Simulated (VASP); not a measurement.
# Ru3Se (Pm-3m) in VASP: notebook, part 2 of 2

VASP 6.6.1. The steps go on from the part before.

## 3. Relaxation of cell and atoms, PBE

This run uses another cell than the first one, of 15.89 Å³/atom.

Contents of INCAR:

```
  ALGO = Normal
  EDIFF = 1E-7
  EDIFFG = -0.04
  ENCUT = 600
  GGA = PE
  IBRION = 2
  ISIF = 3
  ISMEAR = 0
  LASPH = True
  LCHARG = False
  LREAL = False
  LWAVE = False
  NELM = 100
  NSW = 90
  PREC = Accurate
  SIGMA = 0.1
```

Contents of KPOINTS:

```
k-points
0
Gamma
  4 4 4
```

Contents of POSCAR:

```
Ru3Se
1.0
    3.9906975211      0.0000000000      0.0000000000
    0.0000000000      3.9906975211      0.0000000000
    0.0000000000      0.0000000000      3.9906975211
Ru Se
3 1
Direct
    0.0000000000      0.5000000000      0.5000000000
    0.5000000000      0.0000000000      0.5000000000
    0.5000000000      0.5000000000      0.0000000000
    0.0000000000      0.0000000000      0.0000000000
```

Potentials or basis: VASP PAW PBE potentials, release 64 (Ru_pv, Se).

Launch:

```console
$ cat potpaw_PBE.64/Ru_pv/POTCAR potpaw_PBE.64/Se/POTCAR > POTCAR
$ mpirun -np 1 vasp_std > vasp.out
```

OUTCAR:

```text
EDIFF = 1E-7
   EDIFFG = -0.04
   ENCUT = 600
   GGA = PE
   IBRION = 2
   ISIF = 3
   ISMEAR = 0
   LASPH = True
   LREAL = False
   NELM = 100
   NSW = 90
   PREC = Accurate

 ion  position               nearest neighbor table
   1  0.000  0.500  0.500-   2 2.82   3 2.82   4 2.82   3 2.82   4 2.82   2 2.82   4 2.82   4 2.82
                             2 2.82   3 2.82   3 2.82   2 2.82
   2  0.500  0.000  0.500-   1 2.82   3 2.82   4 2.82   3 2.82   4 2.82   1 2.82   3 2.82   3 2.82
                             1 2.82   4 2.82   4 2.82   1 2.82
   3  0.500  0.500  0.000-   1 2.82   2 2.82   4 2.82   1 2.82   2 2.82   2 2.82   4 2.82   2 2.82
                             1 2.82   4 2.82   1 2.82   4 2.82
   4  0.000  0.000  0.000-   1 2.82   2 2.82   3 2.82   1 2.82   2 2.82   1 2.82   3 2.82   1 2.82
                             2 2.82   3 2.82   2 2.82   3 2.82

  LATTYP: Found a simple cubic cell.
 ALAT       =     3.9906975211

  Lattice vectors:

 A1 = (   3.9906975211,   0.0000000000,   0.0000000000)
 A2 = (   0.0000000000,   3.9906975211,   0.0000000000)
 A3 = (   0.0000000000,   0.0000000000,   3.9906975211)

Analysis of symmetry for initial positions (statically):
=====================================================================
 Subroutine PRICEL returns:
 Original cell was already a primitive cell.

 Routine SETGRP: Setting up the symmetry group for a
 simple cubic supercell.

 Subroutine GETGRP returns: Found 48 space group operations
 (whereof 48 operations were pure point group operations)
 out of a pool of 48 trial point group operations.

The static configuration has the point symmetry O_h .
[... 141 lines left out ...]

--------------------------------------- Ionic step        1  -------------------------------------------

 number of electron      47.9999980 magnetization

 Free energy of the ion-electron system (eV)
  ---------------------------------------------------
  ext. energy  EPLUGINS =         0.00000000
  ---------------------------------------------------
  free energy    TOTEN  =       -28.67697230 eV

  energy without entropy =      -28.65247017  energy(sigma->0) =      -28.66472123

 E-fermi :   9.9832     XC(G=0): -12.7685

 val. band max:        9.9828143102   @ k =   0.5000   0.5000   0.0000
 cond. band min:      10.0875132978   @ k =   0.5000   0.5000   0.2500
 fundamental gap:      0.1046989876
 Fermi energy:         9.9832396990

 k-point     1 :       0.0000    0.0000    0.0000
  band No.  band energies     occupation
      1     -32.5784      2.00000
      2     -32.5784      2.00000
      3     -32.5784      2.00000
      4     -32.2634      2.00000
      5     -32.2634      2.00000
      6     -32.2634      2.00000
[... 412 lines left out ...]
--------------------------------------- Ionic step        4  -------------------------------------------

 number of electron      48.0000011 magnetization

 Free energy of the ion-electron system (eV)
  ---------------------------------------------------
  ext. energy  EPLUGINS =         0.00000000
  ---------------------------------------------------
  free energy    TOTEN  =       -28.99868147 eV

  energy without entropy =      -28.97589714  energy(sigma->0) =      -28.98728930

 E-fermi :  11.4439     XC(G=0): -13.3032

 val. band max:       11.4222239549   @ k =   0.2500   0.0000   0.0000
 cond. band min:      11.4443913678   @ k =   0.5000   0.5000   0.0000
 fundamental gap:      0.0221674129
 Fermi energy:        11.4438935857

 k-point     1 :       0.0000    0.0000    0.0000
  band No.  band energies     occupation
      1     -31.2908      2.00000
      2     -31.2908      2.00000
      3     -31.2908      2.00000
      4     -30.8795      2.00000
      5     -30.8795      2.00000
      6     -30.8795      2.00000
[... 330 lines left out ...]
  FREE ENERGIE OF THE ION-ELECTRON SYSTEM (eV)
  ---------------------------------------------------
  free  energy   TOTEN  =       -28.9986814680 eV

  energy  without entropy=      -28.9758971373  energy(sigma->0) =      -28.98728930

 reached required accuracy - stopping structural energy minimisation
```

CONTCAR:

```text
Ru3Se
   1.00000000000000
     3.8683677161154906    0.0000000000000000    0.0000000000000000
    -0.0000000000000000    3.8683677161154906    0.0000000000000000
    -0.0000000000000000   -0.0000000000000000    3.8683677161154910
  Ru              Se
     3     1
Direct
     0.0000000000000000    0.5000000000000000    0.5000000000000000
     0.5000000000000000    0.0000000000000000    0.5000000000000000
     0.5000000000000000    0.5000000000000000    0.0000000000000000
     0.0000000000000000    0.0000000000000000    0.0000000000000000

  0.00000000E+00  0.00000000E+00  0.00000000E+00
  0.00000000E+00  0.00000000E+00  0.00000000E+00
  0.00000000E+00  0.00000000E+00  0.00000000E+00
  0.00000000E+00  0.00000000E+00  0.00000000E+00
```

Wall time 50 s (1 thread of Intel Xeon Platinum 8488C (Sapphire Rapids), shared host); peak memory 0.19 GiB.

What came out:

```yaml
Free_energy: -28.9987 eV
Relaxed_volume: 14.47 Å³/atom
Relaxed_cell: a = 3.868 Å, b = 3.868 Å, c = 3.868 Å, α = 90.00°, β = 90.00°, γ = 90.00°
Space_group_after_relaxing_to_0.1_Å: Pm-3m (No. 221)
Energy_gained_by_relaxing: 80.4 meV/atom
Ionic_steps: 4
Pressure_after_relaxing: -0.2 GPa
Band_gap_on_the_k_mesh: zero (bands 24 and 25 overlap by 0.95 eV)
```

Step by step:
| step | energy change (eV) | largest force (eV/Å) | pressure (GPa) | volume (Å³) |
| --- | --- | --- | --- | --- |
| 1 | 0.0000 | 0.0000 | -16.41 | 63.55 |
| 2 | 0.7172 | 0.0000 | 47.67 | 49.73 |
| 3 | -0.3212 | 0.0000 | -0.81 | 58.06 |
| 4 | -0.3217 | 0.0000 | -0.17 | 57.89 |

Final structure:
```
Ru Se
1.0
     3.86837    0.00000    0.00000
     0.00000    3.86837    0.00000
     0.00000    0.00000    3.86837
Ru Se
3 1
Direct
  0.00000 0.50000 0.50000
  0.50000 0.00000 0.50000
  0.50000 0.50000 0.00000
  0.00000 0.00000 0.00000
```

Caveat: the k points lie up to 0.41 Å⁻¹ apart in the final cell, too coarse for converged energies and pressures of a metal.
